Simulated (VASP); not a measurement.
# Au (Fm-3m) in VASP: further runs, part 2 of 2

VASP 6.6.1. The steps go on from the part before.

## 3. Single point, PBE

This run uses another cell than the first one, of 18.32 Å³/atom.

INCAR reads:

```
SYSTEM = Au
ALGO = Normal ; EDIFF = 1E-6
ENCUT = 520 ; GGA = PE
ISIF = 2 ; ISMEAR = -1
LASPH = .TRUE. ; LCHARG = .TRUE.
LELF = .TRUE. ; LREAL = .FALSE.
LVHAR = .TRUE. ; LWAVE = .FALSE.
NBANDS = 12 ; NELM = 80
PREC = Accurate ; SIGMA = 0.06122561905347299
```

KPOINTS reads:

```
k-points
0
G
  23 23 23
  0 0 0
```

POSCAR reads:

```
Au
1.0
    0.0000000000      2.0924381474      2.0924381474
    2.0924381474      0.0000000000      2.0924381474
    2.0924381474      2.0924381474      0.0000000000
Au
1
Direct
    0.0000000000      0.0000000000      0.0000000000
```

Potentials or basis: VASP PAW PBE potentials, release 64 (Au).

Started as:

```bash
> cat potpaw_PBE.64/Au/POTCAR > POTCAR
> mpirun -np 1 vasp_std > vasp.out
```

OUTCAR:

```text
SYSTEM = Au
   EDIFF = 1E-6
   ENCUT = 520
   GGA = PE
   ISIF = 2
   ISMEAR = -1
   LASPH = .TRUE.
   LREAL = .FALSE.
   NELM = 80
   PREC = Accurate

 ion  position               nearest neighbor table
   1  0.000  0.000  0.000-

  LATTYP: Found a face centered cubic cell.
 ALAT       =     4.1848762948

  Lattice vectors:

 A1 = (   0.0000000000,   2.0924381474,   2.0924381474)
 A2 = (   2.0924381474,   0.0000000000,   2.0924381474)
 A3 = (   2.0924381474,   2.0924381474,   0.0000000000)

Analysis of symmetry for initial positions (statically):
=====================================================================
 Subroutine PRICEL returns:
 Original cell was already a primitive cell.

 Routine SETGRP: Setting up the symmetry group for a
 face centered cubic supercell.

 Subroutine GETGRP returns: Found 48 space group operations
 (whereof 48 operations were pure point group operations)
 out of a pool of 48 trial point group operations.

The static configuration has the point symmetry O_h .

Analysis of symmetry for dynamics (positions and initial velocities):
[... 166 lines left out ...]
      1      -0.8013      2.00000
      2       3.9894      2.00000
      3       3.9894      2.00000
      4       3.9894      2.00000
      5       5.3208      2.00000
      6       5.3208      2.00000
      7      22.9084      0.00000
      8      26.4898      0.00000
      9      26.4898      0.00000
     10      26.4898      0.00000
     11      31.1719      0.00000
     12      35.0631      0.00000
[... 331 lines left out ...]
 k-point    24 :      -0.4783    0.0435    0.0000
  band No.  band energies     occupation
      1       1.6788      2.00000
      2       3.9343      2.00000
      3       3.9933      2.00000
      4       6.1323      2.00000
      5       6.3632      2.00000
      6       7.9716      1.99454
      7      11.0245      0.00000
      8      22.3856      0.00000
      9      24.5574      0.00000
     10      24.8196      0.00000
     11      32.2186      0.00000
     12      32.2379      0.00000

 [... further k-points ...]

------------------------ aborting loop because EDIFF is reached ----------------------------------------

  FORCE on cell =-STRESS in cart. coord.  units (eV):
  Direction    XX          YY          ZZ          XY          YZ          ZX
  --------------------------------------------------------------------------------------
  -------------------------------------------------------------------------------------
  Total       -0.3184598     -0.3184598     -0.3184598      0.0000000      0.0000000     -0.0000000
  in kB      -27.8469294    -27.8469294    -27.8469294      0.0000000      0.0000000     -0.0000000
  external PRESSURE =     -27.8469294 kB  Pullay stress =       0.0000000 kB

 VOLUME and BASIS-vectors are now :
 -----------------------------------------------------------------------------
  energy-cutoff  :      520.00
  volume of cell :       18.32
      direct lattice vectors                 reciprocal lattice vectors
     0.000000000  2.092438147  2.092438147    -0.238955689  0.238955689  0.238955689
     2.092438147  0.000000000  2.092438147     0.238955689 -0.238955689  0.238955689
     2.092438147  2.092438147  0.000000000     0.238955689  0.238955689 -0.238955689

 POSITION                                       TOTAL-FORCE (eV/Angst)
 -----------------------------------------------------------------------------------
      0.00000      0.00000      0.00000         0.000000      0.000000      0.000000
 -----------------------------------------------------------------------------------
    total drift:                               -0.000000     -0.000000      0.000000

  FREE ENERGIE OF THE ION-ELECTRON SYSTEM (eV)
  ---------------------------------------------------
  free  energy   TOTEN  =        -3.2178513505 eV

  energy  without entropy=       -3.2129305392  energy(sigma->0) =       -3.21539094
```

OSZICAR:

```text
N       E                     dE             d eps       ncg     rms          rms(c)
DAV:   1     0.492839139866E+02    0.49284E+02   -0.55556E+03  9048   0.810E+02
DAV:   2    -0.275086054520E+01   -0.52035E+02   -0.48860E+02 10216   0.183E+02
DAV:   3    -0.347674118896E+01   -0.72588E+00   -0.72492E+00 10492   0.209E+01
DAV:   4    -0.347933194670E+01   -0.25908E-02   -0.25906E-02 10500   0.146E+00
DAV:   5    -0.347935259473E+01   -0.20648E-04   -0.20648E-04 10772   0.125E-01    0.749E+00
DAV:   6    -0.323365795431E+01    0.24569E+00   -0.71237E-01  9492   0.671E+00    0.495E+00
DAV:   7    -0.321957540348E+01    0.14083E-01   -0.48891E-02 10536   0.178E+00    0.258E+00
DAV:   8    -0.321785859212E+01    0.17168E-02   -0.10470E-03  9588   0.269E-01    0.235E-01
DAV:   9    -0.321784497599E+01    0.13616E-04   -0.78265E-06 10800   0.240E-02    0.157E-02
DAV:  10    -0.321785143850E+01   -0.64625E-05   -0.34534E-06 10224   0.183E-02    0.330E-03
DAV:  11    -0.321785135047E+01    0.88031E-07   -0.83194E-08  5696   0.223E-03
   1 F= -.32178514E+01 E0= -.32153909E+01  d E =-.492081E-02
```

stdout:

```text
POSCAR found type information on POSCAR Au
 POSCAR found :  1 types and       1 ions
 scaLAPACK will be used
 LDA part: xc-table for (Slater+PW92), standard interpolation
 POSCAR, INCAR and KPOINTS ok, starting setup
 FFT: planning ... GRIDC
 FFT: planning ... GRID_SOFT
 FFT: planning ... GRID
 WAVECAR not read
 entering main loop
```

It took 45 s on 1 thread of Intel Xeon 8259CL, shared host; peak memory 0.21 GiB.

What came out:

- Free energy: -3.2179 eV
- Pressure: -2.8 GPa
- Band gap on the k mesh: zero (an odd number of electrons rules out a gap without spin polarisation)

Levels at points of the mesh, in eV from the Fermi level:
| k point | band 3 | band 4 | band 5 | band 6 | band 7 | band 8 | band 9 | band 10 |
| --- | --- | --- | --- | --- | --- | --- | --- | --- |
| (0.00, 0.00, 0.00) | -4.34 | -4.34 | -3.01 | -3.01 | 14.58 | 18.16 | 18.16 | 18.16 |

Caveat: spin-orbit coupling is left out, which moves the levels of the heavy elements.

## 4. Single point, PBE

This run uses another cell than the first one, of 18.68 Å³/atom.

INCAR reads:

```
SYSTEM = Au
PREC = Accurate
ENCUT = 520
EDIFF = 1E-6
ISMEAR = -1
SIGMA = 0.06122561905347299
LREAL = .False.
LASPH = .True.
NELM = 100
ALGO = Normal
ISIF = 2
LWAVE = .False.
LCHARG = .False.
GGA = PE
NBANDS = 12
```

KPOINTS reads:

```
Automatic mesh
0
Gamma
  23 23 23
  0 0 0
```

POSCAR reads:

```
Au
1.0
    0.0000000000      2.1060257888      2.1060257888
    2.1060257888      0.0000000000      2.1060257888
    2.1060257888      2.1060257888      0.0000000000
Au
1
Direct
    0.0000000000      0.0000000000      0.0000000000
```

Potentials or basis: VASP PAW PBE potentials, release 64 (Au).

Started as:

```bash
> cat potpaw_PBE.64/Au/POTCAR > POTCAR
> mpirun -np 1 vasp_std > vasp.out
```

OUTCAR:

```text
SYSTEM = Au
   PREC = Accurate
   ENCUT = 520
   EDIFF = 1E-6
   ISMEAR = -1
   LREAL = .False.
   LASPH = .True.
   NELM = 100
   ISIF = 2
   GGA = PE

 ion  position               nearest neighbor table
   1  0.000  0.000  0.000-

  LATTYP: Found a face centered cubic cell.
 ALAT       =     4.2120515776

  Lattice vectors:

 A1 = (   0.0000000000,   2.1060257888,   2.1060257888)
 A2 = (   2.1060257888,   0.0000000000,   2.1060257888)
[... 538 lines left out ...]
     12      31.6733      0.00000

 [... further k-points ...]

------------------------ aborting loop because EDIFF is reached ----------------------------------------

  FORCE on cell =-STRESS in cart. coord.  units (eV):
  Direction    XX          YY          ZZ          XY          YZ          ZX
  --------------------------------------------------------------------------------------
  -------------------------------------------------------------------------------------
  Total       -0.5842789     -0.5842789     -0.5842789     -0.0000000     -0.0000000     -0.0000000
  in kB      -50.1083093    -50.1083093    -50.1083093     -0.0000000     -0.0000000     -0.0000000
  external PRESSURE =     -50.1083093 kB  Pullay stress =       0.0000000 kB

 VOLUME and BASIS-vectors are now :
 -----------------------------------------------------------------------------
  energy-cutoff  :      520.00
  volume of cell :       18.68
      direct lattice vectors                 reciprocal lattice vectors
     0.000000000  2.106025789  2.106025789    -0.237413997  0.237413997  0.237413997
     2.106025789  0.000000000  2.106025789     0.237413997 -0.237413997  0.237413997
     2.106025789  2.106025789  0.000000000     0.237413997  0.237413997 -0.237413997

 POSITION                                       TOTAL-FORCE (eV/Angst)
 -----------------------------------------------------------------------------------
      0.00000      0.00000      0.00000         0.000000      0.000000      0.000000
 -----------------------------------------------------------------------------------
    total drift:                               -0.000000      0.000000      0.000000

  FREE ENERGIE OF THE ION-ELECTRON SYSTEM (eV)
  ---------------------------------------------------
  free  energy   TOTEN  =        -3.2093090526 eV

  energy  without entropy=       -3.2043424727  energy(sigma->0) =       -3.20682576
```

stdout:

```text
POSCAR found type information on POSCAR Au
 POSCAR found :  1 types and       1 ions
 scaLAPACK will be used
 LDA part: xc-table for (Slater+PW92), standard interpolation
 POSCAR, INCAR and KPOINTS ok, starting setup
 FFT: planning ... GRIDC
 FFT: planning ... GRID_SOFT
 FFT: planning ... GRID
 WAVECAR not read
 entering main loop
```

Run time: 47 s. Hardware: 1 thread of Intel Xeon 8259CL, shared host; peak memory 0.21 GiB.

What came out:

* Free energy: -3.2093 eV
* Pressure: -5.0 GPa
* Band gap on the k mesh: zero (an odd number of electrons rules out a gap without spin polarisation)

Caveat: the cell stands under tension; spin-orbit coupling is left out, which moves the levels of the heavy elements.

## 5. Single point, PBE

This run uses another cell than the first one, of 19.04 Å³/atom.

INCAR reads:

```
SYSTEM = Au
ALGO = Normal
EDIFF = 1E-7
ENCUT = 520
GGA = PE
ISIF = 2
ISMEAR = -1
LASPH = .TRUE.
LCHARG = .FALSE.
LREAL = .FALSE.
LWAVE = .FALSE.
NBANDS = 12
NELM = 80
PREC = Accurate
SIGMA = 0.06122561905347299
```

KPOINTS reads:

```
k-points
0
G
  23 23 23
  0 0 0
```

POSCAR reads:

```
Au
1.0
    0.0000000000      2.1194403275      2.1194403275
    2.1194403275      0.0000000000      2.1194403275
    2.1194403275      2.1194403275      0.0000000000
Au
1
Direct
    0.0000000000      0.0000000000      0.0000000000
```

Started as:

```bash
> cat potpaw_PBE.64/Au/POTCAR > POTCAR
> mpirun -np 1 vasp_std > vasp.out
```

Wall time 52 s (1 thread of Intel Xeon 8259CL, shared host); peak memory 0.21 GiB.

It converged, with:

* Free energy: -3.1961 eV
* Pressure: -6.9 GPa
* Band gap on the k mesh: zero (an odd number of electrons rules out a gap without spin polarisation)

Levels at points of the mesh, in eV from the Fermi level:
| k point | band 4 | band 5 | band 6 | band 7 | band 8 | band 9 |
| --- | --- | --- | --- | --- | --- | --- |
| (0.00, 0.00, 0.00) | -4.16 | -2.91 | -2.91 | 14.60 | 17.96 | 17.96 |

Caveat: the cell stands under tension; spin-orbit coupling is left out, which moves the levels of the heavy elements.

## 6. Single point, PBE

This run uses another cell than the first one, of 16.89 Å³/atom.

INCAR reads:

```
SYSTEM = Au
ALGO = Normal
EDIFF = 1E-6
ENCUT = 520
GGA = PE
ISIF = 2
ISMEAR = -1
LASPH = .TRUE.
LCHARG = .TRUE.
LELF = .TRUE.
LREAL = .FALSE.
LVHAR = .TRUE.
LWAVE = .FALSE.
NBANDS = 12
NELM = 100
PREC = Accurate
SIGMA = 0.06122561905347299
```

KPOINTS reads:

```
k-points
0
G
  45 45 45
  0 0 0
```

POSCAR reads:

```
Au
1.0
    0.0000000000      2.0362379301      2.0362379301
    2.0362379301      0.0000000000      2.0362379301
    2.0362379301      2.0362379301      0.0000000000
Au
1
Direct
    0.0000000000      0.0000000000      0.0000000000
```

Potentials or basis: VASP PAW PBE potentials, release 64 (Au).

Started as:

```bash
> cat potpaw_PBE.64/Au/POTCAR > POTCAR
> mpirun -np 1 vasp_std > vasp.out
```

Wall time 4.7 min (1 thread of Intel Xeon 8259CL, shared host); peak memory 0.54 GiB.

It converged, with:

```
Free energy            : -3.1905 eV
Pressure               : 10.1 GPa
Band gap on the k mesh : zero (an odd number of electrons rules out a gap without spin polarisation)
```

Levels at points of the mesh, in eV from the Fermi level:
```csv
k point,band 2,band 3,band 4,band 5,band 6,band 7,band 8,band 9,band 10,band 11
"(0.00, 0.00, 0.00)",-4.77,-4.77,-4.77,-3.23,-3.23,14.48,18.54,18.54,18.54,23.47
```

Caveat: the cell stands under pressure; spin-orbit coupling is left out, which moves the levels of the heavy elements.

## 7. The runs side by side

```tsv
cell	k mesh	gap on the mesh (eV)	pressure (GPa)
a = 2.940 Å, angles 60.0°, 1 atom	23 × 23 × 23	none	-0.2
a = 2.959 Å, angles 60.0°, 1 atom	23 × 23 × 23	none	-2.8
a = 2.978 Å, angles 60.0°, 1 atom	23 × 23 × 23	none	-5.0
a = 2.997 Å, angles 60.0°, 1 atom	23 × 23 × 23	none	-6.9
a = 2.880 Å, angles 60.0°, 1 atom	45 × 45 × 45	none	10.1
```

Alike in all rows: task single point; level PBE; potentials or basis VASP PAW PBE potentials, release 64 (Au); no spin polarisation; cutoff (eV) 520; smearing fermi-dirac 0.0612256 eV.

Caveats: spin-orbit coupling is left out, which moves the levels of the heavy elements; the cell stands under tension (at least some runs); the cell stands under pressure (at least some runs).

Absolute energies hang on the potentials; compare differences alone.
